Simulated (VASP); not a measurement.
# KI (Fm-3m) in VASP: notebook, part 2 of 2

VASP 6.6.1.

## Step 4: Single point, HSE06

Contents of POSCAR:

```
KI
1.0
    0.0000000000      3.5444850633      3.5444850633
    3.5444850633      0.0000000000      3.5444850633
    3.5444850633      3.5444850633      0.0000000000
K I
1 1
Direct
    0.0000000000      0.0000000000      0.0000000000
    0.5000000000      0.5000000000      0.5000000000
```

Contents of INCAR.step1:

```
SYSTEM = KI
PREC     = Accurate       ! precision mode
ENCUT    = 520            ! plane-wave cutoff, eV
EDIFF    = 1E-5           ! SCF threshold, eV
ISMEAR   = 0              ! smearing method
SIGMA    = 0.01           ! smearing width, eV
LREAL    = .FALSE.        ! projectors in reciprocal space
LASPH    = .TRUE.         ! aspherical terms in the spheres
NELM     = 100            ! most SCF steps
ALGO     = Normal         ! electronic algorithm
ISIF     = 2              ! what is computed and relaxed
LWAVE    = .TRUE.         ! write WAVECAR
LCHARG   = .FALSE.        ! write CHGCAR
NBANDS   = 15             ! bands
GGA      = PE             ! functional
```

Contents of INCAR.step2:

```
SYSTEM = KI
PREC     = Accurate       ! precision mode
ENCUT    = 520            ! plane-wave cutoff, eV
EDIFF    = 1E-6           ! SCF threshold, eV
ISMEAR   = 0              ! smearing method
SIGMA    = 0.01           ! smearing width, eV
LREAL    = .FALSE.        ! projectors in reciprocal space
LASPH    = .TRUE.         ! aspherical terms in the spheres
NELM     = 100            ! most SCF steps
ALGO     = Normal         ! electronic algorithm
ISIF     = 2              ! what is computed and relaxed
LWAVE    = .FALSE.        ! write WAVECAR
LCHARG   = .FALSE.        ! write CHGCAR
GGA      = PE             ! functional
LHFCALC  = .TRUE.         ! exact exchange
HFSCREEN = 0.2079         ! screening, 1/A
PRECFOCK = Normal       
NBANDS   = 15             ! bands
ISTART   = 1
```

Contents of KPOINTS:

```
Automatic mesh
0
G
  4 4 4
  0 0 0
```

Potentials or basis: VASP PAW PBE potentials, release 64 (K_sv, I).

Run with:

```
$ cat potpaw_PBE.64/K_sv/POTCAR potpaw_PBE.64/I/POTCAR > POTCAR
$ cp INCAR.step1 INCAR
$ mpirun -np 1 vasp_std > vasp.out
$ cp INCAR.step2 INCAR
$ mpirun -np 1 vasp_std > vasp.out
```

OUTCAR:

```text
SYSTEM = KI
   PREC = Accurate
   ENCUT = 520
   EDIFF = 1E-6
   ISMEAR = 0
   LREAL = .FALSE.
   LASPH = .TRUE.
   NELM = 100
   ISIF = 2
   GGA = PE
   LHFCALC = .TRUE.
   HFSCREEN = 0.2079
   PRECFOCK = Normal
   ISTART = 1

 ion  position               nearest neighbor table
   1  0.000  0.000  0.000-   2 3.54   2 3.54   2 3.54   2 3.54   2 3.54   2 3.54
   2  0.500  0.500  0.500-   1 3.54   1 3.54   1 3.54   1 3.54   1 3.54   1 3.54

  LATTYP: Found a face centered cubic cell.
[... 326 lines left out ...]

  FORCE on cell =-STRESS in cart. coord.  units (eV):
  Direction    XX          YY          ZZ          XY          YZ          ZX
  --------------------------------------------------------------------------------------
  -------------------------------------------------------------------------------------
  Total        0.1577182      0.1577182      0.1577182      0.0000000      0.0000000      0.0000000
  in kB        2.8372843      2.8372843      2.8372843      0.0000000      0.0000000      0.0000000
  external PRESSURE =       2.8372843 kB  Pullay stress =       0.0000000 kB

 VOLUME and BASIS-vectors are now :
 -----------------------------------------------------------------------------
  energy-cutoff  :      520.00
  volume of cell :       89.06
      direct lattice vectors                 reciprocal lattice vectors
     0.000000000  3.544485063  3.544485063    -0.141064214  0.141064214  0.141064214
     3.544485063  0.000000000  3.544485063     0.141064214 -0.141064214  0.141064214
     3.544485063  3.544485063  0.000000000     0.141064214  0.141064214 -0.141064214

 POSITION                                       TOTAL-FORCE (eV/Angst)
 -----------------------------------------------------------------------------------
      0.00000      0.00000      0.00000        -0.000000     -0.000000     -0.000000
      3.54449      3.54449      3.54449         0.000000      0.000000      0.000000
 -----------------------------------------------------------------------------------
    total drift:                                0.000000      0.000000      0.000000

  FREE ENERGIE OF THE ION-ELECTRON SYSTEM (eV)
  ---------------------------------------------------
  free  energy   TOTEN  =        -6.4023513879 eV

  energy  without entropy=       -6.4023513879  energy(sigma->0) =       -6.40235139
```

OUTCAR.step1:

```text
SYSTEM = KI
   PREC = Accurate
   ENCUT = 520
   EDIFF = 1E-5
   ISMEAR = 0
   LREAL = .FALSE.
   LASPH = .TRUE.
[... 347 lines left out ...]
      0.00000      0.00000      0.00000         0.000000      0.000000     -0.000000
      3.54449      3.54449      3.54449        -0.000000     -0.000000      0.000000
 -----------------------------------------------------------------------------------
    total drift:                                0.000000     -0.000000     -0.000000

  FREE ENERGIE OF THE ION-ELECTRON SYSTEM (eV)
  ---------------------------------------------------
  free  energy   TOTEN  =        -5.5586400486 eV

  energy  without entropy=       -5.5586400486  energy(sigma->0) =       -5.55864005
```

OSZICAR.step1:

```text
N       E                     dE             d eps       ncg     rms          rms(c)
DAV:   1     0.920352183281E+02    0.92035E+02   -0.64314E+03   240   0.910E+02
DAV:   2    -0.126610125912E+00   -0.92162E+02   -0.85470E+02   296   0.214E+02
DAV:   3    -0.537502824639E+01   -0.52484E+01   -0.52209E+01   317   0.448E+01
DAV:   4    -0.563900958453E+01   -0.26398E+00   -0.26390E+00   436   0.919E+00
DAV:   5    -0.564126455236E+01   -0.22550E-02   -0.22549E-02   317   0.829E-01    0.300E+00
DAV:   6    -0.555688736260E+01    0.84377E-01   -0.96562E-02   317   0.178E+00    0.214E+00
DAV:   7    -0.555268475913E+01    0.42026E-02   -0.11307E-01   310   0.168E+00    0.785E-01
DAV:   8    -0.555799926663E+01   -0.53145E-02   -0.11667E-02   268   0.703E-01    0.133E-01
DAV:   9    -0.555845718488E+01   -0.45792E-03   -0.81756E-04   331   0.167E-01    0.789E-02
DAV:  10    -0.555859155191E+01   -0.13437E-03   -0.12733E-04   285   0.597E-02    0.212E-02
DAV:  11    -0.555864025157E+01   -0.48700E-04   -0.63303E-05   268   0.454E-02    0.188E-02
DAV:  12    -0.555864004863E+01    0.20294E-06   -0.24259E-06   246   0.123E-02
   1 F= -.55586400E+01 E0= -.55586400E+01  d E =-.462040E-94
```

Wall time 10 min (1 thread of Intel Xeon Platinum 8259CL at 2.50GHz (Skylake/Cascade Lake), shared host); peak memory 0.35 GiB.

Results:

```yaml
Free_energy: -6.4024 eV
Pressure: 0.3 GPa
Band_gap_on_the_k_mesh: 4.93 eV
```

Levels at points of the mesh, in eV from the valence-band top:
```
           k point  band 5  band 6  band 7  band 8  band 9  band 10  band 11  band 12
(0.00, 0.00, 0.00)  -11.38    0.00    0.00    0.00    4.93     7.65     7.65     7.65
(0.50, 0.00, 0.00)  -11.07   -1.37   -0.34   -0.34    6.48     8.88     9.22     9.22
(0.50, 0.50, 0.00)  -11.21   -1.05   -0.39   -0.39    5.95     6.81     9.46     9.86
```

Caveat: the PAW data sets were made with another functional, which shifts forces and pressure a little; spin-orbit coupling is left out, which moves the levels of the heavy elements.

## Step 5: Single point, PBE0

POSCAR is that of step 4.

Contents of INCAR.step1:

```
SYSTEM = KI
  PREC = Accurate
  ENCUT = 520
  EDIFF = 1E-5
  ISMEAR = 0
  SIGMA = 0.01
  LREAL = .False.
  LASPH = .True.
  NELM = 100
  ALGO = Normal
  ISIF = 2
  LWAVE = .True.
  NBANDS = 15
  GGA = PE
```

Contents of INCAR.step2:

```
SYSTEM = KI
  PREC = Accurate
  ENCUT = 520
  EDIFF = 1E-7
  ISMEAR = 0
  SIGMA = 0.01
  LREAL = .False.
  LASPH = .True.
  NELM = 100
  ALGO = Normal
  ISIF = 2
  LWAVE = .False.
  LCHARG = .True.
  GGA = PE
  LHFCALC = .True.
  AEXX = 0.25
  PRECFOCK = Normal
  LELF = .True.
  LVHAR = .True.
  NBANDS = 15
  ISTART = 1
```

Contents of KPOINTS:

```
Automatic mesh
0
Gamma
  4 4 4
  0 0 0
```

Run with:

```
$ cat potpaw_PBE.64/K_sv/POTCAR potpaw_PBE.64/I/POTCAR > POTCAR
$ cp INCAR.step1 INCAR
$ mpirun -np 1 vasp_std > vasp.out
$ cp INCAR.step2 INCAR
$ mpirun -np 1 vasp_std > vasp.out
```

Wall time 12 min (1 thread of Intel Xeon Platinum 8259CL at 2.50GHz (Skylake/Cascade Lake), shared host); peak memory 0.26 GiB.

Results (log left out):

| Property | Result |
| --- | --- |
| Free energy | -6.9177 eV |
| Pressure | 0.2 GPa |
| Band gap on the k mesh | 5.64 eV |

Levels at points of the mesh, in eV from the valence-band top:
| k point | band 4 | band 5 | band 6 | band 7 | band 8 | band 9 | band 10 | band 11 | band 12 | band 13 |
| --- | --- | --- | --- | --- | --- | --- | --- | --- | --- | --- |
| (0.00, 0.00, 0.00) | -13.01 | -11.41 | 0.00 | 0.00 | 0.00 | 5.64 | 8.39 | 8.39 | 8.39 | 9.23 |
| (0.50, 0.00, 0.00) | -13.01 | -11.11 | -1.40 | -0.35 | -0.35 | 7.20 | 9.63 | 9.97 | 9.97 | 10.88 |
| (0.50, 0.50, 0.00) | -13.03 | -11.25 | -1.08 | -0.40 | -0.40 | 6.68 | 7.55 | 10.23 | 10.59 | 10.91 |

Caveat: the PAW data sets were made with another functional, which shifts forces and pressure a little; spin-orbit coupling is left out, which moves the levels of the heavy elements.

## Step 6: The runs side by side

| level | k mesh | grid for exact exchange (PRECFOCK) | share of exact exchange | screening parameter | gap on the mesh (eV) | pressure (GPa) |
| --- | --- | --- | --- | --- | --- | --- |
| r2SCAN | 4 × 4 × 4 | - | - | - | 4.58 | 0.0 |
| PBE | 6 × 6 × 6 | - | - | - | 3.94 | 0.5 |
| HSE06 | 4 × 4 × 4 | Normal | 0.25 | 0.2079 1/Å | 4.93 | 0.3 |
| PBE0 | 4 × 4 × 4 | Normal | 0.25 | - | 5.64 | 0.2 |

Alike in all rows: task single point; potentials or basis VASP PAW PBE potentials, release 64 (K_sv, I); no spin polarisation; cell as given; cutoff (eV) 520; smearing gaussian 0.01 eV.

On the cell as given the gap runs from 3.94 eV (PBE) to 5.64 eV (PBE0); the meshes differ, which moves gaps too. The pressure there spans 0.0 GPa (r2SCAN) to 0.5 GPa (PBE); a positive pressure means that this level wants a larger cell, a negative one a smaller.

Caveats: spin-orbit coupling is left out, which moves the levels of the heavy elements; the PAW data sets were made with another functional, which shifts forces and pressure a little (at least some runs).

Absolute energies hang on the potentials; compare differences alone.
